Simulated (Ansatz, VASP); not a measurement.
TaN: VASP beside Ansatz

INCAR

```
SYSTEM = TaN
ALGO = Normal
EDIFF = 1E-7
ENCUT = 520
GGA = PE
ISIF = 2
ISMEAR = 0
LASPH = .True.
LCHARG = .False.
LREAL = .False.
LWAVE = .False.
NBANDS = 15
NELM = 100
PREC = Accurate
SIGMA = 0.15
```

Contents of KPOINTS:

```
k-points
0
Gamma
  24 24 24
  0 0 0
```

POSCAR

```
TaN
1.0
    0.0000000000      2.2086347780      2.2086347780
    2.2086347780      0.0000000000      2.2086347780
    2.2086347780      2.2086347780      0.0000000000
Ta N
1 1
Direct
    0.5000000000      0.5000000000      0.5000000000
   -0.1358305153     -0.1358305153      0.1358305153
```

Input for Ansatz:

```yaml
crystal:
  lattice:
    - [0.0, 2.208634778, 2.208634778]
    - [2.208634778, 0.0, 2.208634778]
    - [2.208634778, 2.208634778, 0.0]
  atoms:
    - { symbol: Ta, position: [0.5, 0.5, 0.5] }
    - { symbol: "N", position: [-0.1358305153, -0.1358305153, 0.1358305153] }
basis:
  ecutwfc: 420
kpoints:
  mp_grid: { grid: [24, 24, 24] }
hamiltonian:
  xc: pbe
scf:
  occupations: { method: gaussian, width: 0.15 }
output:
  forces: true
  stress: true
  eigenvalues: true
```

Alike in both runs: task single point; functional PBE; k mesh 24 × 24 × 24; occupations gaussian, width 0.15 eV; no spin polarisation.

```csv
,VASP,Ansatz
version,VASP 6.6.1,Ansatz 0.2.0
potentials or method,"VASP PAW PBE potentials, release 64 (Ta_pv, N), cutoff 520 eV","scalar-relativistic, plane waves, PAW"
valence electrons in the cell,16,18
```

|  | VASP | Ansatz | Ansatz less VASP |
| --- | --- | --- | --- |
| gap on the k mesh at the Fermi level (eV) | none | none | - |
| rms of the force components (eV/Å) | 10.288 | 9.848 | -0.4398 |

Atom by atom the forces differ by 0.440 eV/Å (rms over components). A gap of «none» marks a metal or a gap that the smearing closes. With one functional, cell and mesh, what is left measures potentials, basis and numerics. VASP's potentials hold 16 valence electrons a cell and Ansatz's 18, so a difference there can come from the potentials and not from the codes.

Spin-orbit coupling is off throughout.
